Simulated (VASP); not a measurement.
Write the native input for VASP 6.6.1 that does the following.

| Item | Value |
| --- | --- |
| Task | single point |
| Functional | PBE |
| Potentials or basis | VASP PAW PBE potentials, release 64 (Sr_sv, Cl) |
| Cutoff | 500 eV |
| k mesh | 6 × 6 × 6 |
| Occupations | gaussian, width 0.01 eV |
| Spin | no spin polarisation |
| Dipole correction | no |
| Further INCAR settings | ALGO = Normal; EDIFF = 1e-06; NBANDS = 19 |

The structure of SrCl2 lies in POSCAR:

```
SrCl2
1.0
    0.0000000000      3.5192075646      3.5192075646
    3.5192075646      0.0000000000      3.5192075646
    3.5192075646      3.5192075646      0.0000000000
Sr Cl
1 2
Direct
    0.0000000000      0.0000000000      0.0000000000
    0.2500000000      0.2500000000      0.2500000000
    0.7500000000      0.7500000000      0.7500000000
```

One way to write it, as run:

INCAR

```
SYSTEM = SrCl2
PREC = Accurate
ENCUT = 500
EDIFF = 1E-6
ISMEAR = 0
SIGMA = 0.01
LREAL = .FALSE.
LASPH = .TRUE.
NELM = 120
ALGO = Normal
ISIF = 2
LWAVE = .FALSE.
LCHARG = .FALSE.
GGA = PE
NBANDS = 19
GGA_COMPAT = .FALSE.
```

KPOINTS

```
Automatic mesh
0
G
  6 6 6
  0 0 0
```

Potentials or basis: VASP PAW PBE potentials, release 64 (Sr_sv, Cl).

Launch:

```console
$ cat potpaw_PBE.64/Sr_sv/POTCAR potpaw_PBE.64/Cl/POTCAR > POTCAR
$ mpirun -np 1 vasp_std > vasp.out
```

Results of the run:

The pressure is 0.1 GPa and the band gap on the k mesh is 5.24 eV (least direct gap 5.51 eV).

Run time: 16 s on 1 thread of Intel(R) Xeon(R) Platinum 8488C (Sapphire Rapids), with other jobs on the host, peak memory 0.2 GiB.
